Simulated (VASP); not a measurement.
# ZnS (F-43m) in VASP: a series of runs

The runs below take ZnS through single point, with PBEsol, HSE06.

All numbers are computed with VASP 6.6.1; they aren't measurements. Logs are shortened: lines on timing, memory, paths and dates and some standing lists are left out, and cuts for length are marked.

## 1. The cell of the first run

It takes space group F-43m (No. 216, cubic). Conventional cell: a = 5.388 Å, b = 5.388 Å, c = 5.388 Å, α = 90.00°, β = 90.00°, γ = 90.00°. Zn (site symmetry -43m) has 4 S at 2.33 Å within 3.1 Å. Within 3.1 Å of S (site symmetry -43m) lie 4 Zn at 2.33 Å.

## 2. Single point, PBEsol

Contents of INCAR:

```
  ALGO = Normal
  EDIFF = 1E-7
  ENCUT = 520
  GGA = PS
  ISIF = 2
  ISMEAR = 0
  ISYM = 0
  LASPH = True
  LCHARG = False
  LREAL = False
  LWAVE = False
  NBANDS = 16
  NELM = 60
  PREC = Accurate
  SIGMA = 0.01
```

Contents of KPOINTS:

```
k-points
0
Gamma
  6 6 6
```

Contents of POSCAR:

```
ZnS
1.0
    0.0000000000      2.6940955531      2.6940955531
    2.6940955531      0.0000000000      2.6940955531
    2.6940955531      2.6940955531      0.0000000000
Zn S
1 1
Direct
    0.2500000000      0.2500000000      0.2500000000
    0.0000000000      0.0000000000      0.0000000000
```

Potentials or basis: VASP PAW PBE potentials, release 64 (Zn, S).

Command:

```console
cat potpaw_PBE.64/Zn/POTCAR potpaw_PBE.64/S/POTCAR > POTCAR
mpirun -np 1 vasp_std > vasp.out
```

OUTCAR:

```text
EDIFF = 1E-7
   ENCUT = 520
   GGA = PS
   ISIF = 2
   ISMEAR = 0
   ISYM = 0
   LASPH = True
   LREAL = False
   NELM = 60
   PREC = Accurate

 ion  position               nearest neighbor table
   1  0.250  0.250  0.250-   2 2.33   2 2.33   2 2.33   2 2.33
   2  0.000  0.000  0.000-   1 2.33   1 2.33   1 2.33   1 2.33

IMPORTANT INFORMATION: All symmetrisations will be switched off!
NOSYMM: (Re-)initialisation of all symmetry stuff for point group C_1.

----------------------------------------------------------------------------------------

                                     Primitive cell

  volume of cell :      39.1083

  direct lattice vectors                    reciprocal lattice vectors
     0.000000000  2.694095553  2.694095553    -0.185591042  0.185591042  0.185591042
     2.694095553  0.000000000  2.694095553     0.185591042 -0.185591042  0.185591042
     2.694095553  2.694095553  0.000000000     0.185591042  0.185591042 -0.185591042

  length of vectors
     3.810026470  3.810026470  3.810026470     0.321453114  0.321453114  0.321453114

  position of ions in fractional coordinates (direct lattice)
     0.250000000  0.250000000  0.250000000
     0.000000000  0.000000000  0.000000000

  ion indices of the primitive-cell ions
   primitive index   ion index
                 1           1
                 2           2

----------------------------------------------------------------------------------------

 KPOINTS: k-points

Automatic generation of k-mesh.
 Grid dimensions read from file:
 generate k-points for:    6    6    6

 Generating k-lattice:

  Cartesian coordinates                     Fractional coordinates (reciprocal lattice)
    -0.030931840  0.030931840  0.030931840     0.166666667  0.000000000  0.000000000
     0.030931840 -0.030931840  0.030931840     0.000000000  0.166666667  0.000000000
     0.030931840  0.030931840 -0.030931840     0.000000000  0.000000000  0.166666667

  Length of vectors
     0.053575519  0.053575519  0.053575519

  Shift w.r.t. Gamma in fractional coordinates (k-lattice)
     0.000000000  0.000000000  0.000000000

 Subroutine IBZKPT returns following result:
 ===========================================

 Found    112 irreducible k-points:

 Following reciprocal coordinates:
            Coordinates               Weight
  0.000000  0.000000  0.000000      1.000000
  0.166667  0.000000  0.000000      2.000000
  0.000000  0.166667  0.000000      2.000000
  0.000000  0.000000  0.166667      2.000000
  0.166667  0.166667  0.166667      2.000000
  0.333333  0.000000  0.000000      2.000000
[... 16 lines left out ...]
  0.166667 -0.166667 -0.166667      2.000000
  0.333333  0.333333  0.166667      2.000000
 [... further k-points ...]
   k-points           NKPTS =    112   k-points in BZ     NKDIM =    112   number of bands    NBANDS=     16
   number of dos      NEDOS =    301   number of ions     NIONS =      2
   total plane-waves  NPLWV =  21952
   dimension x,y,z NGX =    28 NGY =   28 NGZ =   28
   dimension x,y,z NGXF=    56 NGYF=   56 NGZF=   56
   ions per type =               1   1
   NGX,Y,Z   is equivalent  to a cutoff of  12.22, 12.22, 12.22 a.u.
   NGXF,Y,Z  is equivalent  to a cutoff of  24.43, 24.43, 24.43 a.u.
 SYSTEM =  unknown system
   PREC   = accura    normal or accurate (medium, high low for compatibility)
   ISTART =      0    job   : 0-new  1-cont  2-samecut
   ICHARG =      2    charge: 1-file 2-atom 10-const
   ISPIN  =      1    spin polarized calculation?
   LNONCOLLINEAR =      F non collinear calculations
   LSORBIT =      F    spin-orbit coupling
   LASPH  =      T    aspherical Exc in radial PAW
   ENCUT  =  520.0 eV  38.22 Ry    6.18 a.u.   7.08  7.08  7.08*2*pi/ulx,y,z
   NELM   =     60;   NELMIN=  2; NELMDL= -5     # of ELM steps
   EDIFF  = 0.1E-06   stopping-criterion for ELM
   LREAL  =      F    real-space projection
   EDIFFG = 0.1E-05   stopping-criterion for IOM
   NSW    =      0    number of steps for IOM
   IBRION =     -1    ionic relax: 0-MD 1-quasi-New 2-CG
   NFREE  =      0    steps in history (QN), initial steepest desc. (CG)
   ISIF   =      2    stress and relaxation
   ISYM   =      0    0-nonsym 1-usesym 2-fastsym
   POTIM  = 0.5000    time-step for ionic-motion
   TEBEG  =    0.0;   TEEND  =   0.0 temperature during run
   PSTRESS=    0.0 pullay stress
   NELECT =      18.0000    total number of electrons
   NUPDOWN=      -1.0000    fix difference up-down
   EMIN   =  10.00;   EMAX   =-10.00  energy-range for DOS
   EFERMI =   0.00;   METHOD = LEGACY
   ISMEAR =     0;   SIGMA  =   0.01  broadening in eV -4-tet -1-fermi 0-gaus
   EFERMI_NEDOS =   21; number of points for ismear=-14 and -15
   IALGO  =     38    algorithm
   IMIX   =      4    mixing-type and parameters
     AMIX     =   0.40;   BMIX     =  1.00
     AMIX_MAG =   1.60;   BMIX_MAG =  1.00
  volume/ion in A,a.u.               =      19.55       131.96
  Fermi-wavevector in a.u.,A,eV,Ry     =   1.263987  2.388589 21.737533  1.597664
  Thomas-Fermi vector in A             =   2.397316
   LORBIT       =      0    0 simple, 1 ext, 2 COOP (PROOUT), +10 PAW based schemes
   GGA     = PS    functional components
   LHFCALC =     F    Hartree Fock is set to
   AEXX    =    0.0000 exact exchange contribution
   IVDW    =     0    specifies the selected vdW correction
   LEPSILON=     F    determine dielectric tensor
   LRPA    =     F    only Hartree local field effects (RPA)
 non-spin polarized calculation
 Gauss-broadening in eV      SIGMA  =   0.01
  energy-cutoff  :      520.00
  volume of cell :       39.11
 maximum number of plane-waves:      1067
   NGX = 15   NGY = 15   NGZ = 15

 number of electron      18.0000006 magnetization

 Free energy of the ion-electron system (eV)
  ---------------------------------------------------
  ext. energy  EPLUGINS =         0.00000000
  ---------------------------------------------------
  free energy    TOTEN  =        -7.58339457 eV

  energy without entropy =       -7.58339457  energy(sigma->0) =       -7.58339457

 E-fermi :   2.1561     XC(G=0):  -9.8901

 val. band max:        2.0982976194   @ k =   0.0000   0.0000   0.0000
 cond. band min:       4.1129736698   @ k =   0.0000   0.0000   0.0000
 fundamental gap:      2.0146760505
 Fermi energy:         2.1561264900

 k-point     1 :       0.0000    0.0000    0.0000
  band No.  band energies     occupation
      1     -11.1186      2.00000
      2      -4.3111      2.00000
      3      -4.3111      2.00000
      4      -4.3111      2.00000
      5      -3.8017      2.00000
      6      -3.8017      2.00000
[... 8 lines left out ...]
     15      13.8428      0.00000
     16      13.8428      0.00000

 k-point     2 :       0.1667    0.0000    0.0000
  band No.  band energies     occupation
      1     -10.9096      2.00000
      2      -4.3082      2.00000
      3      -4.2750      2.00000
      4      -4.2750      2.00000
      5      -3.8038      2.00000
      6      -3.8038      2.00000
[... 8 lines left out ...]
     15      13.0080      0.00000
     16      14.6078      0.00000

 k-point     3 :       0.0000    0.1667    0.0000
  band No.  band energies     occupation
      1     -10.9096      2.00000
      2      -4.3082      2.00000
      3      -4.2750      2.00000
      4      -4.2750      2.00000
      5      -3.8038      2.00000
      6      -3.8038      2.00000
[... 8 lines left out ...]
     15      13.0080      0.00000
     16      14.6078      0.00000

 k-point     4 :       0.0000    0.0000    0.1667
  band No.  band energies     occupation
      1     -10.9096      2.00000
      2      -4.3082      2.00000
      3      -4.2750      2.00000
      4      -4.2750      2.00000
      5      -3.8038      2.00000
      6      -3.8038      2.00000
[... 8 lines left out ...]
     15      13.0080      0.00000
     16      14.6078      0.00000

 k-point     5 :       0.1667    0.1667    0.1667
  band No.  band energies     occupation
      1     -10.9096      2.00000
      2      -4.3082      2.00000
      3      -4.2750      2.00000
      4      -4.2750      2.00000
      5      -3.8038      2.00000
      6      -3.8038      2.00000
[... 8 lines left out ...]
     15      13.0080      0.00000
     16      14.6078      0.00000

 k-point     6 :       0.3333    0.0000    0.0000
  band No.  band energies     occupation
      1     -10.4335      2.00000
      2      -4.2153      2.00000
      3      -4.2153      2.00000
      4      -4.1598      2.00000
      5      -3.7898      2.00000
      6      -3.7898      2.00000
[... 8 lines left out ...]
     15      13.6283      0.00000
     16      13.7606      0.00000
[... 267 lines left out ...]
 k-point    21 :       0.3333    0.1667    0.3333
  band No.  band energies     occupation
      1     -10.4483      2.00000
      2      -4.3086      2.00000
      3      -4.1695      2.00000
      4      -4.1574      2.00000
      5      -3.8225      2.00000
      6      -3.7655      2.00000
[... 8 lines left out ...]
     15      14.6336      0.00000
     16      15.9484      0.00000

 k-point    22 :       0.1667    0.3333    0.0000
  band No.  band energies     occupation
      1     -10.4483      2.00000
      2      -4.3086      2.00000
      3      -4.1695      2.00000
      4      -4.1574      2.00000
      5      -3.8225      2.00000
      6      -3.7655      2.00000
[... 8 lines left out ...]
     15      14.6336      0.00000
     16      15.9485      0.00000

 k-point    23 :       0.1667   -0.1667   -0.1667
  band No.  band energies     occupation
      1     -10.4483      2.00000
      2      -4.3086      2.00000
      3      -4.1695      2.00000
      4      -4.1574      2.00000
      5      -3.8225      2.00000
      6      -3.7655      2.00000
[... 8 lines left out ...]
     15      14.6336      0.00000
     16      15.9485      0.00000

 k-point    24 :       0.3333    0.3333    0.1667
  band No.  band energies     occupation
      1     -10.4483      2.00000
      2      -4.3086      2.00000
      3      -4.1695      2.00000
      4      -4.1574      2.00000
      5      -3.8225      2.00000
      6      -3.7655      2.00000
[... 8 lines left out ...]
     15      14.6336      0.00000
     16      15.9484      0.00000

 [... further k-points ...]

------------------------ aborting loop because EDIFF is reached ----------------------------------------

  FORCE on cell =-STRESS in cart. coord.  units (eV):
  Direction    XX          YY          ZZ          XY          YZ          ZX
  --------------------------------------------------------------------------------------
  -------------------------------------------------------------------------------------
  Total       -0.2741873     -0.2741858     -0.2741871      0.0000132      0.0000043      0.0000142
  in kB      -11.2328233    -11.2327631    -11.2328134      0.0005407      0.0001743      0.0005810
  external PRESSURE =     -11.2327999 kB  Pullay stress =       0.0000000 kB

 VOLUME and BASIS-vectors are now :
 -----------------------------------------------------------------------------
  energy-cutoff  :      520.00
  volume of cell :       39.11
      direct lattice vectors                 reciprocal lattice vectors
     0.000000000  2.694095553  2.694095553    -0.185591042  0.185591042  0.185591042
     2.694095553  0.000000000  2.694095553     0.185591042 -0.185591042  0.185591042
     2.694095553  2.694095553  0.000000000     0.185591042  0.185591042 -0.185591042

 POSITION                                       TOTAL-FORCE (eV/Angst)
 -----------------------------------------------------------------------------------
      1.34705      1.34705      1.34705         0.000002      0.000003      0.000003
      0.00000      0.00000      0.00000        -0.000002     -0.000003     -0.000003
 -----------------------------------------------------------------------------------
    total drift:                                0.000000      0.000002      0.000003

  FREE ENERGIE OF THE ION-ELECTRON SYSTEM (eV)
  ---------------------------------------------------
  free  energy   TOTEN  =        -7.5833945657 eV

  energy  without entropy=       -7.5833945657  energy(sigma->0) =       -7.58339457
```

It took 57 s on 1 thread of Intel Xeon Platinum 8259CL at 2.50GHz (Skylake/Cascade Lake), shared host; peak memory 0.2 GiB.

Results:

```
Free energy            : -7.5834 eV
Pressure               : -1.1 GPa
Band gap on the k mesh : 2.01 eV
```

Levels at points of the mesh, in eV from the valence-band top:
```csv
k point,band 7,band 8,band 9,band 10,band 11,band 12
"(0.00, 0.00, 0.00)",0.00,0.00,0.00,2.01,6.30,6.30
"(0.50, 0.00, 0.00)",-5.42,-0.89,-0.89,3.21,6.83,6.83
"(0.00, 0.50, 0.00)",-5.42,-0.89,-0.89,3.21,6.83,6.83
"(0.00, 0.00, 0.50)",-5.42,-0.89,-0.89,3.21,6.83,6.83
"(0.50, 0.50, 0.50)",-5.42,-0.89,-0.89,3.21,6.83,6.83
"(0.50, 0.50, 0.00)",-4.64,-2.28,-2.28,3.22,3.96,10.89
"(0.00, 0.50, 0.50)",-4.64,-2.28,-2.28,3.22,3.96,10.89
"(0.50, 0.00, 0.50)",-4.64,-2.28,-2.28,3.22,3.96,10.89
```

Caveat: the PAW data sets were made with another functional, which shifts forces and pressure a little.

## 3. Single point, PBEsol

Contents of INCAR:

```
ALGO = Normal
EDIFF = 1E-6
ENCUT = 520
GGA = PS
ISIF = 2
ISMEAR = 0
ISYM = 0
LASPH = True
LCHARG = True
LELF = True
LREAL = False
LVHAR = True
LWAVE = False
NBANDS = 16
NELM = 80
PREC = Accurate
SIGMA = 0.01
```

Contents of KPOINTS:

```
Automatic mesh
0
Gamma
  6 6 6
  0 0 0.5
```

POSCAR is that of step 2.

Potentials or basis: VASP PAW PBE potentials, release 64 (Zn, S).

Command:

```console
cat potpaw_PBE.64/Zn/POTCAR potpaw_PBE.64/S/POTCAR > POTCAR
mpirun -np 1 vasp_std > vasp.out
```

It took 3.2 min on 1 thread of Intel Xeon Platinum 8259CL at 2.50GHz (Skylake/Cascade Lake), shared host; peak memory 0.36 GiB.

The run converged. Its results:

- Free energy: -7.5870 eV
- Pressure: -1.2 GPa
- Band gap on the k mesh: 2.57 eV

Levels at points of the mesh, in eV from the valence-band top:
| k point | band 7 | band 8 | band 9 | band 10 | band 11 | band 12 |
| --- | --- | --- | --- | --- | --- | --- |
| (0.00, 0.00, 0.08) | -0.54 | 0.00 | 0.00 | 2.57 | 6.29 | 6.50 |

Caveat: the PAW data sets were made with another functional, which shifts forces and pressure a little; a shifted mesh leaves out Γ, where band edges can lie. Expect the measured gap to be larger: semilocal functionals such as PBEsol lack the derivative discontinuity.

(Continued in part 2 of 2.)
